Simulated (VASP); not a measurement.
# Si (P6_3/mmc) in VASP: a series of runs

The runs below take Si through single point, with LDA.

Everything below comes from runs of VASP 6.6.1. Logs are shortened: lines on timing, memory, paths and dates and some standing lists are left out, and cuts for length are marked.

## (1) The cell of the first run

It takes space group P6_3/mmc (No. 194, hexagonal). The conventional cell has a = 2.611 Å, b = 2.611 Å, c = 4.678 Å, α = 90.00°, β = 90.00°, γ = 120.00°. Within 3.4 Å of Si (site symmetry -6m2) lie 12 Si at 2.61 to 2.78 Å.

This isn't the form of Si at room conditions, which is diamond.

## (2) Single point, LDA (strain -0.015 along x and y, +0.030 along z)

File INCAR:

```
SYSTEM = Si
ALGO = Normal
EDIFF = 1E-6
ENCUT = 520
GGA = CA
ISIF = 2
ISMEAR = 0
LASPH = .True.
LCHARG = .False.
LREAL = .False.
LWAVE = .False.
NBANDS = 11
NELM = 60
PREC = Accurate
SIGMA = 0.15
```

File KPOINTS:

```
k-points
0
Gamma
  24 24 14
  0 0 0
```

File POSCAR:

```
Si
1.0
    2.6113006859      0.0000000000      0.0000000000
   -1.3056503430      2.2614527309      0.0000000000
    0.0000000000      0.0000000000      4.6779946859
Si
2
Direct
    0.3333333333      0.6666666667      0.2500000000
    0.6666666667      0.3333333333      0.7500000000
```

Potentials or basis: VASP PAW LDA potentials, release 64 (Si).

Run with:

```console
> cat potpaw_LDA.64/Si/POTCAR > POTCAR
> mpirun -np 1 vasp_std > vasp.out
```

OUTCAR:

```text
SYSTEM = Si
   EDIFF = 1E-6
   ENCUT = 520
   GGA = CA
   ISIF = 2
   ISMEAR = 0
   LASPH = .True.
   LREAL = .False.
   NELM = 60
   PREC = Accurate

 ion  position               nearest neighbor table
   1  0.333  0.667  0.250-   2 2.78   2 2.78   2 2.78   2 2.78   2 2.78   2 2.78
   2  0.667  0.333  0.750-   1 2.78   1 2.78   1 2.78   1 2.78   1 2.78   1 2.78

  LATTYP: Found a hexagonal cell.
 ALAT       =     2.6113006859
 C/A-ratio  =     1.7914423686

  Lattice vectors:

 A1 = (   2.6113006859,   0.0000000000,   0.0000000000)
 A2 = (  -1.3056503430,   2.2614527309,   0.0000000000)
 A3 = (   0.0000000000,   0.0000000000,   4.6779946859)

Analysis of symmetry for initial positions (statically):
=====================================================================
 Subroutine PRICEL returns:
 Original cell was already a primitive cell.

 Routine SETGRP: Setting up the symmetry group for a
 hexagonal supercell.

 Subroutine GETGRP returns: Found 24 space group operations
 (whereof 12 operations were pure point group operations)
 out of a pool of 24 trial point group operations.

The static configuration has the point symmetry D_3d.
 The point group associated with its full space group is D_6h.

Analysis of symmetry for dynamics (positions and initial velocities):
=====================================================================
 Subroutine PRICEL returns:
 Original cell was already a primitive cell.

 Routine SETGRP: Setting up the symmetry group for a
 hexagonal supercell.

 Subroutine GETGRP returns: Found 24 space group operations
 (whereof 12 operations were pure point group operations)
 out of a pool of 24 trial point group operations.

The dynamic configuration has the point symmetry D_3d.
 The point group associated with its full space group is D_6h.

 Subroutine INISYM returns: Found 24 space group operations
 (whereof 12 operations are pure point group operations),
 and found     1 'primitive' translations

----------------------------------------------------------------------------------------

                                     Primitive cell

  volume of cell :      27.6251

  direct lattice vectors                    reciprocal lattice vectors
     2.611300686  0.000000000  0.000000000     0.382950920  0.221096817  0.000000000
    -1.305650343  2.261452731  0.000000000     0.000000000  0.442193633  0.000000000
     0.000000000  0.000000000  4.677994686     0.000000000  0.000000000  0.213766810

  length of vectors
     2.611300686  2.611300686  4.677994686     0.442193633  0.442193633  0.213766810

  position of ions in fractional coordinates (direct lattice)
     0.333333333  0.666666667  0.250000000
     0.666666667  0.333333333  0.750000000

  ion indices of the primitive-cell ions
   primitive index   ion index
                 1           1
                 2           2

----------------------------------------------------------------------------------------

 KPOINTS: k-points

Automatic generation of k-mesh.
 Grid dimensions read from file:
 generate k-points for:   24   24   14

 Generating k-lattice:

  Cartesian coordinates                     Fractional coordinates (reciprocal lattice)
     0.015956288  0.009212367  0.000000000     0.041666667 -0.000000000  0.000000000
     0.000000000  0.018424735  0.000000000     0.000000000  0.041666667  0.000000000
     0.000000000  0.000000000  0.015269058     0.000000000  0.000000000  0.071428571

  Length of vectors
     0.018424735  0.018424735  0.015269058

  Shift w.r.t. Gamma in fractional coordinates (k-lattice)
     0.000000000  0.000000000  0.000000000

 Subroutine IBZKPT returns following result:
 ===========================================

 Found    488 irreducible k-points:

 Following reciprocal coordinates:
            Coordinates               Weight
  0.000000  0.000000  0.000000      1.000000
  0.041667  0.000000  0.000000      6.000000
  0.083333  0.000000  0.000000      6.000000
  0.125000 -0.000000  0.000000      6.000000
  0.166667 -0.000000  0.000000      6.000000
  0.208333  0.000000  0.000000      6.000000
[... 16 lines left out ...]
  0.416667  0.041667  0.000000     12.000000
  0.458333  0.041667  0.000000     12.000000
 [... further k-points ...]
   k-points           NKPTS =    488   k-points in BZ     NKDIM =    488   number of bands    NBANDS=     11
   number of dos      NEDOS =    301   number of ions     NIONS =      2
   total plane-waves  NPLWV =  14400
   dimension x,y,z NGX =    20 NGY =   20 NGZ =   36
   dimension x,y,z NGXF=    40 NGYF=   40 NGZF=   72
   ions per type =               2
   NGX,Y,Z   is equivalent  to a cutoff of  12.73, 12.73, 12.79 a.u.
   NGXF,Y,Z  is equivalent  to a cutoff of  25.47, 25.47, 25.59 a.u.
 SYSTEM =  Si
   PREC   = accura    normal or accurate (medium, high low for compatibility)
   ISTART =      0    job   : 0-new  1-cont  2-samecut
   ICHARG =      2    charge: 1-file 2-atom 10-const
   ISPIN  =      1    spin polarized calculation?
   LNONCOLLINEAR =      F non collinear calculations
   LSORBIT =      F    spin-orbit coupling
   LASPH  =      T    aspherical Exc in radial PAW
   ENCUT  =  520.0 eV  38.22 Ry    6.18 a.u.   4.86  4.86  8.70*2*pi/ulx,y,z
   NELM   =     60;   NELMIN=  2; NELMDL= -5     # of ELM steps
   EDIFF  = 0.1E-05   stopping-criterion for ELM
   LREAL  =      F    real-space projection
   EDIFFG = 0.1E-04   stopping-criterion for IOM
   NSW    =      0    number of steps for IOM
   IBRION =     -1    ionic relax: 0-MD 1-quasi-New 2-CG
   NFREE  =      0    steps in history (QN), initial steepest desc. (CG)
   ISIF   =      2    stress and relaxation
   ISYM   =      2    0-nonsym 1-usesym 2-fastsym
   POTIM  = 0.5000    time-step for ionic-motion
   TEBEG  =    0.0;   TEEND  =   0.0 temperature during run
   PSTRESS=    0.0 pullay stress
   NELECT =       8.0000    total number of electrons
   NUPDOWN=      -1.0000    fix difference up-down
   EMIN   =  10.00;   EMAX   =-10.00  energy-range for DOS
   EFERMI =   0.00;   METHOD = LEGACY
   ISMEAR =     0;   SIGMA  =   0.15  broadening in eV -4-tet -1-fermi 0-gaus
   EFERMI_NEDOS =   21; number of points for ismear=-14 and -15
   IALGO  =     38    algorithm
   IMIX   =      4    mixing-type and parameters
     AMIX     =   0.40;   BMIX     =  1.00
     AMIX_MAG =   1.60;   BMIX_MAG =  1.00
  volume/ion in A,a.u.               =      13.81        93.21
  Fermi-wavevector in a.u.,A,eV,Ry     =   1.083104  2.046770 15.961186  1.173114
  Thomas-Fermi vector in A             =   2.219162
   LORBIT       =      0    0 simple, 1 ext, 2 COOP (PROOUT), +10 PAW based schemes
   GGA     = CA    functional components
   LHFCALC =     F    Hartree Fock is set to
   AEXX    =    0.0000 exact exchange contribution
   IVDW    =     0    specifies the selected vdW correction
   LEPSILON=     F    determine dielectric tensor
   LRPA    =     F    only Hartree local field effects (RPA)
 non-spin polarized calculation
 Gauss-broadening in eV      SIGMA  =   0.15
  energy-cutoff  :      520.00
  volume of cell :       27.63
 maximum number of plane-waves:       766
 NGX is ok and might be reduce to    20
   NGX =  9   NGY =  9   NGZ = 17

 number of electron       8.0000000 magnetization

 Free energy of the ion-electron system (eV)
  ---------------------------------------------------
  ext. energy  EPLUGINS =         0.00000000
  ---------------------------------------------------
  free energy    TOTEN  =       -11.07372006 eV

  energy without entropy =      -11.06355964  energy(sigma->0) =      -11.06863985

 E-fermi :  10.7525     XC(G=0): -11.4468

 val. band max:       10.7307597377   @ k =   0.2083   0.0833   0.4286
 cond. band min:      10.7584314654   @ k =   0.2917   0.1667   0.2143
 fundamental gap:      0.0276717278
 Fermi energy:        10.7524537503

 k-point     1 :       0.0000    0.0000    0.0000
  band No.  band energies     occupation
      1      -4.0905      2.00000
      2       1.7191      2.00000
      3       3.1898      2.00000
      4      19.8603      0.00000
      5      20.6365      0.00000
      6      20.7907      0.00000
      7      20.7907      0.00000
      8      21.8577      0.00000
      9      21.8577      0.00000
     10      25.1286      0.00000
     11      25.1298      0.00000

 k-point     2 :       0.0417    0.0000    0.0000
  band No.  band energies     occupation
      1      -4.0413      2.00000
      2       1.7676      2.00000
      3       3.2365      2.00000
      4      19.7814      0.00000
      5      19.8808      0.00000
      6      20.2363      0.00000
      7      20.5986      0.00000
      8      22.2320      0.00000
      9      22.4420      0.00000
     10      24.2051      0.00000
     11      24.5416      0.00000

 k-point     3 :       0.0833    0.0000    0.0000
  band No.  band energies     occupation
      1      -3.8935      2.00000
      2       1.9129      2.00000
      3       3.3767      2.00000
      4      18.1538      0.00000
      5      19.4190      0.00000
      6      19.9326      0.00000
      7      20.3959      0.00000
      8      22.3639      0.00000
      9      22.8495      0.00000
     10      23.0410      0.00000
     11      24.2264      0.00000

 k-point     4 :       0.1250   -0.0000    0.0000
  band No.  band energies     occupation
      1      -3.6476      2.00000
      2       2.1547      2.00000
      3       3.6103      2.00000
      4      16.4089      0.00000
      5      18.6401      0.00000
      6      19.9734      0.00000
      7      20.0222      0.00000
      8      21.2462      0.00000
      9      22.5286      0.00000
     10      22.6705      0.00000
     11      24.0780      0.00000

 k-point     5 :       0.1667   -0.0000    0.0000
  band No.  band energies     occupation
      1      -3.3039      2.00000
      2       2.4922      2.00000
      3       3.9370      2.00000
      4      14.6573      0.00000
      5      17.9325      0.00000
      6      19.2952      0.00000
      7      19.8557      0.00000
      8      19.9758      0.00000
      9      22.0809      0.00000
     10      22.6034      0.00000
     11      22.7071      0.00000
[... 211 lines left out ...]
 k-point    21 :       0.3333    0.0417    0.0000
  band No.  band energies     occupation
      1      -0.5286      2.00000
      2       5.1807      2.00000
      3       6.5765      2.00000
      4       7.4971      2.00000
      5      12.8748      0.00000
      6      14.4741      0.00000
      7      14.9357      0.00000
      8      18.7256      0.00000
      9      19.5612      0.00000
     10      21.9561      0.00000
     11      23.2931      0.00000

 k-point    22 :       0.3750    0.0417    0.0000
  band No.  band energies     occupation
      1       0.3383      2.00000
      2       5.7893      2.00000
      3       6.3318      2.00000
      4       7.3928      2.00000
      5      11.5587      0.00000
      6      13.1439      0.00000
      7      14.6752      0.00000
      8      18.4823      0.00000
      9      19.3293      0.00000
     10      21.8252      0.00000
     11      23.2193      0.00000

 k-point    23 :       0.4167    0.0417    0.0000
  band No.  band energies     occupation
      1       1.2942      2.00000
      2       4.7225      2.00000
      3       7.0096      2.00000
      4       8.2682      2.00000
      5      10.3186      1.99996
      6      11.9205      0.00000
      7      14.5016      0.00000
      8      18.3174      0.00000
      9      19.1746      0.00000
     10      21.7009      0.00000
     11      23.1626      0.00000

 k-point    24 :       0.4583    0.0417    0.0000
  band No.  band energies     occupation
      1       2.3208      2.00000
      2       3.5320      2.00000
      3       7.9676      2.00000
      4       9.0821      2.00000
      5       9.1872      2.00000
      6      10.9314      0.09164
      7      14.4147      0.00000
      8      18.2343      0.00000
      9      19.0971      0.00000
     10      21.6313      0.00000
     11      23.1290      0.00000

 [... further k-points ...]

------------------------ aborting loop because EDIFF is reached ----------------------------------------

  FORCE on cell =-STRESS in cart. coord.  units (eV):
  Direction    XX          YY          ZZ          XY          YZ          ZX
  --------------------------------------------------------------------------------------
  -------------------------------------------------------------------------------------
  Total        0.3102429      0.3102429     -0.3509059     -0.0000000      0.0000000      0.0000000
  in kB       17.9931965     17.9931965    -20.3515352     -0.0000000      0.0000000      0.0000000
  external PRESSURE =       5.2116193 kB  Pullay stress =       0.0000000 kB

 VOLUME and BASIS-vectors are now :
 -----------------------------------------------------------------------------
  energy-cutoff  :      520.00
  volume of cell :       27.63
      direct lattice vectors                 reciprocal lattice vectors
     2.611300686  0.000000000  0.000000000     0.382950920  0.221096817  0.000000000
    -1.305650343  2.261452731  0.000000000     0.000000000  0.442193633  0.000000000
     0.000000000  0.000000000  4.677994686     0.000000000  0.000000000  0.213766810

 POSITION                                       TOTAL-FORCE (eV/Angst)
 -----------------------------------------------------------------------------------
     -0.00000      1.50764      1.16950        -0.000000      0.000000      0.000000
      1.30565      0.75382      3.50850         0.000000     -0.000000      0.000000
 -----------------------------------------------------------------------------------
    total drift:                                0.000000     -0.000000      0.000000

  FREE ENERGIE OF THE ION-ELECTRON SYSTEM (eV)
  ---------------------------------------------------
  free  energy   TOTEN  =       -11.0737200587 eV

  energy  without entropy=      -11.0635596372  energy(sigma->0) =      -11.06863985
```

It took 1.8 min on 1 thread of Intel Xeon 8259CL, shared host; peak memory 0.22 GiB.

Results:

```yaml
Free_energy: -11.0737 eV
Pressure: 0.5 GPa
Band_gap_on_the_k_mesh: zero (bands 4 and 5 overlap by 12.82 eV)
```

Stress tensor (GPa, compression positive):
```
 1.80  0.00  0.00
 0.00  1.80  0.00
 0.00  0.00 -2.04
```

Levels at points of the mesh, in eV from the Fermi level:
| k point | band 1 | band 2 | band 3 | band 4 | band 5 | band 6 | band 7 | band 8 | band 9 |
| --- | --- | --- | --- | --- | --- | --- | --- | --- | --- |
| (0.00, 0.00, 0.00) | -14.84 | -9.03 | -7.56 | 9.11 | 9.88 | 10.04 | 10.04 | 11.11 | 11.11 |
| (0.50, 0.00, 0.00) | -8.08 | -7.66 | -2.49 | -1.95 | -1.53 | -0.05 | 4.49 | 6.58 | 8.91 |
| (0.00, 0.00, 0.50) | -13.21 | -13.21 | -0.42 | -0.42 | 11.26 | 11.26 | 11.26 | 11.26 | 12.64 |
| (0.50, 0.00, 0.50) | -6.54 | -6.54 | -6.03 | -6.03 | 5.18 | 5.18 | 5.87 | 5.87 | 6.52 |

Caveat: the cell differs from its parent crystal (strain -0.015 along x and y, +0.030 along z).

(Continued in part 2 of 2.)
